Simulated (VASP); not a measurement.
# Y (a cell with a defect) in VASP: relaxation of the atoms with LDA

Aim: the relaxation of the atoms of Y (a cell with a defect) with LDA.

Program: VASP 6.6.1. These are calculated values, not measurements. Logs are shortened: lines on timing, memory, paths and dates and some standing lists are left out, and cuts for length are marked.

### 1 The cell of the first run

The cell holds a defect, 17 atoms: a = 7.300 Å, b = 6.322 Å, c = 11.468 Å, α = 90.00°, β = 90.00°, γ = 90.00°.

### 2 Relaxation of the atoms, LDA

INCAR reads:

```
SYSTEM = Y
PREC = Accurate ; ENCUT = 450
EDIFF = 1E-7 ; ISMEAR = -1
SIGMA = 0.1 ; LREAL = .FALSE.
LASPH = .TRUE. ; NELM = 120
ALGO = Normal ; ISIF = 2
LWAVE = .FALSE. ; LCHARG = .FALSE.
IBRION = 2 ; NSW = 45
EDIFFG = -0.08 ; GGA_COMPAT = .FALSE.
NELMIN = 4 ; NCORE = 4
```

KPOINTS reads:

```
Automatic mesh
0
G
  2 2 1
  0 0 0
```

POSCAR reads:

```
Y
1.0
   -3.6500000000     -6.3219850000      0.0000000000
    5.4750000000     -3.1609930000      0.0000000000
    0.0000000000      0.0000000000     11.4683000000
Y
17
Direct
    0.7500000000      0.5000000000      0.0000000000
    0.5000000000      0.3333333000      0.2500000000
    0.7500000000      0.5000000000      0.5000000000
    0.5000000000      0.3333333000      0.7500000000
    0.5000000000      0.0000000000      0.0000000000
    0.2500000000      0.8333333000      0.2500000000
    0.5000000000      0.0000000000      0.5000000000
    0.2500000000      0.8333333000      0.7500000000
    0.2500000000      0.5000000000      0.0000000000
    0.0000000000      0.3333333000      0.2500000000
    0.2500000000      0.5000000000      0.5000000000
    0.0000000000      0.3333333000      0.7500000000
    0.0000000000      0.0000000000      0.0000000000
    0.7500000000      0.8333333000      0.2500000000
    0.0000000000      0.0000000000      0.5000000000
    0.7500000000      0.8333333000      0.7500000000
    0.4989892000      0.6557264000      0.1241040000
```

Potentials or basis: VASP PAW LDA potentials, release 64 (Y_sv).

Launch:

```console
> cat potpaw_LDA.64/Y_sv/POTCAR > POTCAR
> mpirun -np 4 vasp_std > vasp.out
```

OUTCAR:

```text
SYSTEM = Y
   PREC = Accurate
   ENCUT = 450
   EDIFF = 1E-7
   ISMEAR = -1
   LREAL = .FALSE.
   LASPH = .TRUE.
   NELM = 120
   ISIF = 2
   IBRION = 2
   NSW = 45
   EDIFFG = -0.08
   NELMIN = 4

 ion  position               nearest neighbor table
   1  0.750  0.500  0.000-  17 2.52  16 3.56  14 3.56  12 3.56  10 3.56   4 3.56   2 3.56   9 3.65
                             9 3.65  13 3.65   5 3.65  13 3.65   5 3.65
   2  0.500  0.333  0.250-  17 2.50   7 3.56   5 3.56  11 3.56   9 3.56   3 3.56   1 3.56  10 3.65
                            10 3.65  14 3.65   6 3.65  14 3.65   6 3.65
   3  0.750  0.500  0.500-  14 3.56  16 3.56  10 3.56  12 3.56   2 3.56   4 3.56  11 3.65  11 3.65
                            15 3.65   7 3.65  15 3.65   7 3.65
   4  0.500  0.333  0.750-   5 3.56   7 3.56   9 3.56  11 3.56   1 3.56   3 3.56  12 3.65  12 3.65
                            16 3.65   8 3.65  16 3.65   8 3.65
   5  0.500  0.000  0.000-  17 2.60   4 3.56   2 3.56  16 3.56  14 3.56   8 3.56   6 3.56  13 3.65
                            13 3.65   1 3.65   9 3.65   9 3.65   1 3.65
   6  0.250  0.833  0.250-  17 2.58  11 3.56   9 3.56  15 3.56  13 3.56   7 3.56   5 3.56  14 3.65
                            14 3.65   2 3.65  10 3.65  10 3.65   2 3.65
   7  0.500  0.000  0.500-   2 3.56   4 3.56  14 3.56  16 3.56   6 3.56   8 3.56  15 3.65  15 3.65
                             3 3.65  11 3.65  11 3.65   3 3.65
   8  0.250  0.833  0.750-   9 3.56  11 3.56  13 3.56  15 3.56   5 3.56   7 3.56  16 3.65  16 3.65
                             4 3.65  12 3.65  12 3.65   4 3.65
   9  0.250  0.500  0.000-  17 2.51   8 3.56   6 3.56   4 3.56   2 3.56  12 3.56  10 3.56   1 3.65
                             1 3.65   5 3.65  13 3.65  13 3.65   5 3.65
  10  0.000  0.333  0.250-  13 3.56  15 3.56   1 3.56   3 3.56   9 3.56  11 3.56   2 3.65   2 3.65
                             6 3.65  14 3.65  14 3.65   6 3.65
  11  0.250  0.500  0.500-   6 3.56   8 3.56   2 3.56   4 3.56  10 3.56  12 3.56   3 3.65   3 3.65
                             7 3.65  15 3.65  15 3.65   7 3.65
  12  0.000  0.333  0.750-  13 3.56  15 3.56   1 3.56   3 3.56   9 3.56  11 3.56   4 3.65   4 3.65
                             8 3.65  16 3.65  16 3.65   8 3.65
  13  0.000  0.000  0.000-  10 3.56  12 3.56   6 3.56   8 3.56  14 3.56  16 3.56   5 3.65   5 3.65
                             9 3.65   1 3.65   9 3.65   1 3.65
  14  0.750  0.833  0.250-  17 2.59   3 3.56   1 3.56   7 3.56   5 3.56  15 3.56  13 3.56   6 3.65
                             6 3.65  10 3.65   2 3.65  10 3.65   2 3.65
  15  0.000  0.000  0.500-  10 3.56  12 3.56   6 3.56   8 3.56  14 3.56  16 3.56   7 3.65   7 3.65
                            11 3.65   3 3.65  11 3.65   3 3.65
  16  0.750  0.833  0.750-   1 3.56   3 3.56   5 3.56   7 3.56  13 3.56  15 3.56   8 3.65   8 3.65
                            12 3.65   4 3.65  12 3.65   4 3.65
  17  0.499  0.656  0.124-   2 2.50   9 2.51   1 2.52   6 2.58  14 2.59   5 2.60

  LATTYP: Found a simple orthorhombic cell.
 ALAT       =     6.3219855857
 B/A-ratio  =     1.1547004518
 C/A-ratio  =     1.8140345062

  Lattice vectors:

 A1 = (  -5.4750000000,   3.1609930000,   0.0000000000)
 A2 = (  -3.6500000000,  -6.3219850000,   0.0000000000)
 A3 = (   0.0000000000,   0.0000000000,  11.4683000000)

Analysis of symmetry for initial positions (statically):
=====================================================================
 Subroutine PRICEL returns:
 Original cell was already a primitive cell.

 Routine SETGRP: Setting up the symmetry group for a
 simple orthorhombic supercell.

 Subroutine GETGRP returns: Found  1 space group operations
 (whereof  1 operations were pure point group operations)
 out of a pool of  8 trial point group operations.

The static configuration has the point symmetry C_1 .

Analysis of symmetry for dynamics (positions and initial velocities):
=====================================================================
 Subroutine PRICEL returns:
 Original cell was already a primitive cell.

 Routine SETGRP: Setting up the symmetry group for a
 simple orthorhombic supercell.

 Subroutine GETGRP returns: Found  1 space group operations
 (whereof  1 operations were pure point group operations)
 out of a pool of  8 trial point group operations.

The dynamic configuration has the point symmetry C_1 .

 Subroutine INISYM returns: Found  1 space group operations
 (whereof  1 operations are pure point group operations),
 and found     1 'primitive' translations

----------------------------------------------------------------------------------------

[... 74 lines left out ...]

 Found      4 irreducible k-points:

 Following reciprocal coordinates:
            Coordinates               Weight
  0.000000  0.000000  0.000000      1.000000
  0.500000  0.000000  0.000000      1.000000
 -0.000000  0.500000  0.000000      1.000000
  0.500000  0.500000  0.000000      1.000000
   k-points           NKPTS =      4   k-points in BZ     NKDIM =      4   number of bands    NBANDS=    112
   number of dos      NEDOS =    301   number of ions     NIONS =     17
   total plane-waves  NPLWV = 207360
   dimension x,y,z NGX =    54 NGY =   48 NGZ =   80
   dimension x,y,z NGXF=   108 NGYF=   96 NGZF=  160
   ions per type =              17
   NGX,Y,Z   is equivalent  to a cutoff of  12.30, 12.62, 11.60 a.u.
   NGXF,Y,Z  is equivalent  to a cutoff of  24.60, 25.24, 23.19 a.u.
 SYSTEM =  Y
   PREC   = accura    normal or accurate (medium, high low for compatibility)
   ISTART =      0    job   : 0-new  1-cont  2-samecut
   ICHARG =      2    charge: 1-file 2-atom 10-const
   ISPIN  =      1    spin polarized calculation?
   LNONCOLLINEAR =      F non collinear calculations
   LSORBIT =      F    spin-orbit coupling
   LASPH  =      T    aspherical Exc in radial PAW
   ENCUT  =  450.0 eV  33.07 Ry    5.75 a.u.  12.63 10.93 19.84*2*pi/ulx,y,z
   NELM   =    120;   NELMIN=  4; NELMDL= -5     # of ELM steps
   EDIFF  = 0.1E-06   stopping-criterion for ELM
   LREAL  =      F    real-space projection
   EDIFFG = -.8E-01   stopping-criterion for IOM
   NSW    =     45    number of steps for IOM
   IBRION =      2    ionic relax: 0-MD 1-quasi-New 2-CG
   NFREE  =      1    steps in history (QN), initial steepest desc. (CG)
   ISIF   =      2    stress and relaxation
   ISYM   =      2    0-nonsym 1-usesym 2-fastsym
   POTIM  = 0.5000    time-step for ionic-motion
   TEBEG  =    0.0;   TEEND  =   0.0 temperature during run
   PSTRESS=    0.0 pullay stress
   NELECT =     187.0000    total number of electrons
   NUPDOWN=      -1.0000    fix difference up-down
   EMIN   =  10.00;   EMAX   =-10.00  energy-range for DOS
   EFERMI =   0.00;   METHOD = LEGACY
   ISMEAR =    -1;   SIGMA  =   0.10  broadening in eV -4-tet -1-fermi 0-gaus
   EFERMI_NEDOS =   21; number of points for ismear=-14 and -15
   IALGO  =     38    algorithm
   IMIX   =      4    mixing-type and parameters
     AMIX     =   0.40;   BMIX     =  1.00
     AMIX_MAG =   1.60;   BMIX_MAG =  1.00
  volume/ion in A,a.u.               =      31.13       210.10
  Fermi-wavevector in a.u.,A,eV,Ry     =   1.157347  2.187069 18.224350  1.339452
  Thomas-Fermi vector in A             =   2.293959
   LORBIT       =      0    0 simple, 1 ext, 2 COOP (PROOUT), +10 PAW based schemes
   GGA     = CA    functional components
   LHFCALC =     F    Hartree Fock is set to
   AEXX    =    0.0000 exact exchange contribution
   IVDW    =     0    specifies the selected vdW correction
   LEPSILON=     F    determine dielectric tensor
   LRPA    =     F    only Hartree local field effects (RPA)
 conjugate gradient relaxation of ions
 non-spin polarized calculation
  energy-cutoff  :      450.00
  volume of cell :      529.27
 maximum number of plane-waves:     11478
 NGX is ok and might be reduce to    54
   NGX = 25   NGY = 21   NGZ = 39

--------------------------------------- Ionic step        1  -------------------------------------------

 number of electron     186.9999993 magnetization

 Free energy of the ion-electron system (eV)
  ---------------------------------------------------
  ext. energy  EPLUGINS =         0.00000000
  ---------------------------------------------------
  free energy    TOTEN  =      -113.27366676 eV

  energy without entropy =     -112.15331662  energy(sigma->0) =     -112.71349169

------------------------ aborting loop because EDIFF is reached ----------------------------------------

  FORCE on cell =-STRESS in cart. coord.  units (eV):
  Direction    XX          YY          ZZ          XY          YZ          ZX
  --------------------------------------------------------------------------------------
  -------------------------------------------------------------------------------------
  Total       -1.9215770     -1.8793780     -2.1755734      0.0031616     -0.0403729      0.0351038
  in kB       -5.8169186     -5.6891757     -6.5858062      0.0095707     -0.1222151      0.1062649
  external PRESSURE =      -6.0306335 kB  Pullay stress =       0.0000000 kB
[... 134 lines left out ...]
  FREE ENERGIE OF THE ION-ELECTRON SYSTEM (eV)
  ---------------------------------------------------
  free  energy   TOTEN  =      -115.5947396749 eV

  energy  without entropy=     -114.5892261380  energy(sigma->0) =     -115.09198291

[... ionic steps 4 to 9 ...]

--------------------------------------- Ionic step       10  -------------------------------------------

 number of electron     187.0000001 magnetization

------------------------ aborting loop because EDIFF is reached ----------------------------------------
[... 97 lines left out ...]
--------------------------------------- Ionic step       12  -------------------------------------------

 number of electron     186.9999999 magnetization

 Free energy of the ion-electron system (eV)
  ---------------------------------------------------
  ext. energy  EPLUGINS =         0.00000000
  ---------------------------------------------------
  free energy    TOTEN  =      -115.91088114 eV

  energy without entropy =     -114.89991878  energy(sigma->0) =     -115.40539996

 E-fermi :   3.0338     XC(G=0):  -9.8309

 val. band max:        3.0123771980   @ k =   0.5000   0.0000   0.0000
 cond. band min:       3.0353618547   @ k =   0.5000   0.0000   0.0000
 fundamental gap:      0.0229846567
 Fermi energy:         3.0337774030

 k-point     1 :       0.0000    0.0000    0.0000
  band No.  band energies     occupation
      1     -39.4453      2.00000
      2     -39.4301      2.00000
      3     -39.4219      2.00000
      4     -39.4115      2.00000
      5     -39.3285      2.00000
      6     -39.3047      2.00000
[... 421 lines left out ...]
    104       3.9157      0.00030
    105       3.9497      0.00021
 [bands above 105 left out]

------------------------ aborting loop because EDIFF is reached ----------------------------------------

  FORCE on cell =-STRESS in cart. coord.  units (eV):
  Direction    XX          YY          ZZ          XY          YZ          ZX
  --------------------------------------------------------------------------------------
  -------------------------------------------------------------------------------------
  Total       -4.9602347     -5.8056523     -7.2008475     -0.7293347      0.2909853     -0.5083072
  in kB      -15.0154180    -17.5746312    -21.7981087     -2.2078120      0.8808586     -1.5387267
  external PRESSURE =     -18.1293860 kB  Pullay stress =       0.0000000 kB
[... 32 lines left out ...]
  FREE ENERGIE OF THE ION-ELECTRON SYSTEM (eV)
  ---------------------------------------------------
  free  energy   TOTEN  =      -115.9108811406 eV

  energy  without entropy=     -114.8999187802  energy(sigma->0) =     -115.40539996

 reached required accuracy - stopping structural energy minimisation
```

Wall time 13 min (4 MPI ranks of Intel Xeon 6975P-C (Granite Rapids), shared host); peak memory 0.21 GiB.

What came out:

- Free energy: -115.9109 eV
- Energy gained by relaxing: 155.1 meV/atom
- Ionic steps: 12
- Pressure after relaxing: -1.8 GPa
- Largest force after relaxing: 0.057 eV/Å

Forces in eV/Å, atoms in the order of the input:
```
Y   -0.001 -0.001 -0.027
Y    0.013 -0.007 -0.004
Y   -0.011 -0.012  0.022
Y   -0.006  0.003 -0.034
Y   -0.011  0.007 -0.002
Y   -0.005  0.002  0.033
Y    0.006 -0.004  0.023
Y    0.012  0.005 -0.028
Y    0.000  0.001 -0.027
Y    0.024 -0.013  0.025
Y    0.005  0.016  0.022
Y    0.039 -0.023 -0.014
Y   -0.014  0.008 -0.007
Y   -0.005  0.003  0.033
Y   -0.037  0.021  0.038
Y    0.002 -0.013 -0.027
Y   -0.011  0.006 -0.026
```

Step by step:
```
step  energy change (eV)  largest force (eV/Å)  pressure (GPa)
   1              0.0000                2.4748           -0.60
   2             -1.3448                1.6203           -1.22
   3             -2.3211                0.7773           -1.55
   4             -2.3868                0.5821           -1.59
   5             -2.4683                0.4102           -1.64
   6             -2.5550                0.2210           -1.70
   7             -2.5559                0.1823           -1.70
   8             -2.5819                0.1528           -1.72
   9             -2.6035                0.1716           -1.76
  10             -2.6219                0.0991           -1.79
  11             -2.6291                0.1121           -1.81
  12             -2.6372                0.0568           -1.81
```

Final structure:
```
Y
1.0
    -3.65000   -6.32198    0.00000
     5.47500   -3.16099    0.00000
     0.00000    0.00000   11.46830
Y
17
Direct
  0.78732 0.47612 0.97319
  0.50022 0.26441 0.26606
  0.75045 0.49959 0.49778
  0.49990 0.34195 0.74357
  0.50009 0.07084 0.98926
  0.21389 0.85582 0.27495
  0.49990 0.99068 0.50811
  0.24972 0.83348 0.75333
  0.21238 0.47593 0.97299
  0.00018 0.35076 0.23623
  0.24960 0.49950 0.49771
  0.99983 0.30841 0.74113
  0.00010 0.98007 0.01193
  0.78588 0.85554 0.27476
  0.99981 0.02308 0.50629
  0.75030 0.83340 0.75328
  0.49942 0.66281 0.12353
```

Levels at points of the mesh, in eV from the Fermi level:
| k point | band 89 | band 90 | band 91 | band 92 | band 93 | band 94 | band 95 | band 96 | band 97 | band 98 |
| --- | --- | --- | --- | --- | --- | --- | --- | --- | --- | --- |
| (0.00, 0.00, 0.00) | -0.34 | -0.29 | -0.17 | -0.10 | -0.04 | -0.03 | 0.09 | 0.11 | 0.17 | 0.33 |
| (0.50, 0.00, 0.00) | -0.35 | -0.25 | -0.15 | -0.04 | -0.02 | 0.00 | 0.06 | 0.12 | 0.18 | 0.25 |
| (0.00, 0.50, 0.00) | -0.42 | -0.18 | -0.15 | -0.12 | 0.02 | 0.03 | 0.04 | 0.15 | 0.18 | 0.35 |
| (0.50, 0.50, 0.00) | -0.34 | -0.31 | -0.14 | -0.13 | -0.11 | -0.11 | 0.03 | 0.03 | 0.08 | 0.23 |

Caveat: the k points lie up to 0.55 Å⁻¹ apart; the relaxation stopped at a loose force limit of 0.08 eV/Å, so its end isn't a converged minimum.
